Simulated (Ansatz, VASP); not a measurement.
**One calculation of BaTiO3, two programs**

Contents of INCAR:

```
PREC = Accurate
ENCUT = 520
EDIFF = 1E-7
ISMEAR = -1
SIGMA = 0.03
LREAL = F
LASPH = T
NELM = 80
ALGO = Normal
ISIF = 2
LWAVE = F
LCHARG = F
GGA = PS
NBANDS = 28
```

Contents of KPOINTS:

```
Automatic mesh
0
Gamma
  7 7 7
```

POSCAR

```
BaTiO3
1.0
    3.9998000000      0.0000000000      0.0000000000
    0.0000000000      3.9998000000      0.0000000000
    0.0000000000      0.0000000000      4.0581800000
Ba Ti O
1 1 3
Direct
    0.0000000000      0.0000000000      0.0000000000
    0.5000000000      0.5000000000      0.5000000000
    0.5000000000      0.5000000000      0.0000000000
    0.5000000000      0.0000000000      0.5000000000
    0.0000000000      0.5000000000      0.5000000000
```

Input for Ansatz:

```yaml
crystal:
  lattice:
    - [3.9998, 0.0, 0.0]
    - [0.0, 3.9998, 0.0]
    - [0.0, 0.0, 4.05818]
  atoms:
    - { symbol: Ba, position: [0.0, 0.0, 0.0] }
    - { symbol: Ti, position: [0.5, 0.5, 0.5] }
    - { symbol: O, position: [0.5, 0.5, 0.0] }
    - { symbol: O, position: [0.5, 0.0, 0.5] }
    - { symbol: O, position: [0.0, 0.5, 0.5] }
kpoints:
  mp_grid: { grid: [7, 7, 7] }
  band_path:
    path:
      - [0.0, 0.0, 0.0]
      - [0.0, 0.5, 0.0]
      - [0.5, 0.5, 0.0]
      - [0.0, 0.0, 0.0]
      - [0.0, 0.0, 0.5]
      - [0.0, 0.5, 0.5]
      - [0.5, 0.5, 0.5]
      - [0.0, 0.0, 0.5]
      - [0.0, 0.5, 0.0]
    npoints: 5
scf:
  occupations: { method: fermi_dirac, width: 0.03 }
hamiltonian:
  xc: pbesol
  pseudopotentials: { kind: all_electron, lapw: { basis_error: 0.001 } }
output:
  forces: true
  stress: true
  eigenvalues: true
```

Change from the starting cell: zz strain of +1 %.

Alike in both runs: task single point; functional PBEsol; k mesh 7 × 7 × 7; occupations fermi-dirac, width 0.03 eV; no spin polarisation.

|  | VASP | Ansatz |
| --- | --- | --- |
| version | VASP 6.6.1 | Ansatz 0.2.0 |
| potentials or method | VASP PAW PBE potentials, release 64 (Ba_sv, Ti_sv, O), cutoff 520 eV | all-electron LAPW, scalar-relativistic |

Ansatz gave:

| Item | Value |
| --- | --- |
| gap on the k mesh at the Fermi level (eV) | 1.79 |
| pressure (GPa) | -6.1 |
| traceless stress, the component that is largest in VASP (GPa) | -1.64 |

What did VASP give for the same quantities?

gap on the k mesh at the Fermi level (eV): 1.73; pressure (GPa): -4.4; traceless stress, the component that is largest in VASP (GPa): -1.70.

VASP's potentials were made for PBE, not for PBEsol. Ansatz ran all-electron here, and VASP with PAW potentials.

Spin-orbit coupling is off throughout.
